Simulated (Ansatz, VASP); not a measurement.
## One calculation of Mo3Ru, two programs

```
CELL_PARAMETERS angstrom
2.76524 0.00000 0.00000
-1.38262 2.39477 0.00000
0.00000 0.00000 9.33186
ATOMIC_POSITIONS crystal
Mo 0.33333 0.66667 0.50000
Mo 0.66667 0.33333 0.23716
Mo 0.66667 0.33333 0.76284
Ru 0.33333 0.66667 0.00000
```

Alike in both runs: functional PBE; k mesh 18 × 18 × 6; occupations gaussian, width 0.1 eV; no spin polarisation.

Ansatz relaxed the structure, and its values are those at the end. VASP's run is a single point on that final structure, the one shown.

```csv
,VASP,Ansatz
version,VASP 6.6.1,Ansatz 0.2.0
potentials or method,"VASP PAW PBE potentials, release 64 (Mo_sv, Ru_pv), cutoff 520 eV","scalar-relativistic, plane waves, PAW"
valence electrons in the cell,56,58
```

```tsv
	VASP	Ansatz	Ansatz less VASP
gap on the k mesh at the Fermi level (eV)	none	none	-
pressure (GPa)	0.3	0.0	-0.36
```

A gap of «none» marks a metal or a gap that the smearing closes. VASP's potentials hold 56 valence electrons a cell and Ansatz's 58, so a difference there can come from the potentials and not from the codes.
